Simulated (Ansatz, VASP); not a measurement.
## One calculation of ZnO, two programs

The input POSCAR:

```
ZnO
1.0
    2.6882100000      0.0000000000      0.0000000000
    0.0000000000      2.6882100000      0.0000000000
    0.0000000000      0.0000000000      2.6882100000
Zn O
1 1
Direct
    0.0000000000      0.0000000000      0.0000000000
    0.5000000000      0.5000000000      0.5000000000
```

Contents of INCAR.step1:

```
SYSTEM = ZnO
PREC     = Accurate       ! precision mode
ENCUT    = 520            ! plane-wave cutoff, eV
EDIFF    = 1E-5           ! SCF threshold, eV
ISMEAR   = -1             ! smearing method
SIGMA    = 0.05           ! smearing width, eV
LREAL    = .False.        ! projectors in reciprocal space
LASPH    = .True.         ! aspherical terms in the spheres
NELM     = 60             ! most SCF steps
ALGO     = Normal         ! electronic algorithm
ISIF     = 2              ! what is computed and relaxed
LWAVE    = .True.         ! write WAVECAR
LCHARG   = .False.        ! write CHGCAR
GGA      = PE             ! functional
NBANDS   = 16             ! bands
```

Contents of INCAR.step2:

```
SYSTEM = ZnO
PREC     = Accurate       ! precision mode
ENCUT    = 520            ! plane-wave cutoff, eV
EDIFF    = 1E-6           ! SCF threshold, eV
ISMEAR   = -1             ! smearing method
SIGMA    = 0.05           ! smearing width, eV
LREAL    = .False.        ! projectors in reciprocal space
LASPH    = .True.         ! aspherical terms in the spheres
NELM     = 60             ! most SCF steps
ALGO     = Normal         ! electronic algorithm
ISIF     = 2              ! what is computed and relaxed
LWAVE    = .False.        ! write WAVECAR
LCHARG   = .False.        ! write CHGCAR
GGA      = PE             ! functional
LHFCALC  = .True.         ! exact exchange
HFSCREEN = 0.2079         ! screening, 1/A
PRECFOCK = Normal       
ISTART   = 1            
NBANDS   = 16             ! bands
```

KPOINTS

```
regular mesh
0
Gamma
  5 5 5
  0 0 0
```

input

```
crystal:
  lattice:
    - [2.68821, 0.0, 0.0]
    - [0.0, 2.68821, 0.0]
    - [0.0, 0.0, 2.68821]
  atoms:
    - { symbol: Zn, position: [0.0, 0.0, 0.0] }
    - { symbol: O, position: [0.5, 0.5, 0.5] }
hamiltonian:
  xc: hse06
  pseudopotentials: { kind: paw }
kpoints:
  mp_grid: { grid: [5, 5, 5] }
  band_path:
    path:
      - [[0.0, 0.0, 0.0], [0.0, 0.5, 0.0], [0.5, 0.5, 0.0], [0.0, 0.0, 0.0], [0.5, 0.5, 0.5], [0.0, 0.5, 0.0]]
      - [[0.5, 0.5, 0.0], [0.5, 0.5, 0.5]]
    npoints: 4
scf:
  occupations: { method: fermi_dirac, width: 0.05 }
  n_extra_bands: 6
output:
  forces: true
  stress: true
  eigenvalues: true
  fatbands: false
```

Alike in both runs: functional HSE06; k mesh 5 × 5 × 5; occupations fermi-dirac, width 0.05 eV; no spin polarisation.

```csv
,VASP,Ansatz
version,VASP 6.6.1,Ansatz 0.2.0
potentials or method,"VASP PAW PBE potentials, release 64 (Zn, O)",Ansatz PAW
plane-wave cutoff (eV),520,420
valence electrons in the cell,18,18
task,single point,band structure
```

|  | VASP | Ansatz | Ansatz less VASP |
| --- | --- | --- | --- |
| gap on the k mesh at the Fermi level (eV) | 0.60 | 0.63 | +0.038 |
| least direct gap on the mesh (eV) | 1.71 | 1.74 | +0.032 |
| pressure (GPa) | -7.0 | -7.9 | -0.87 |

The functional is the same, so the differences come from potentials, cutoffs and numerics.

The k mesh is coarse, so the values compare programs but aren't converged. Noted on Ansatz's run: the k mesh misses the band edges, so the gap on the mesh is wider than the one along the path.
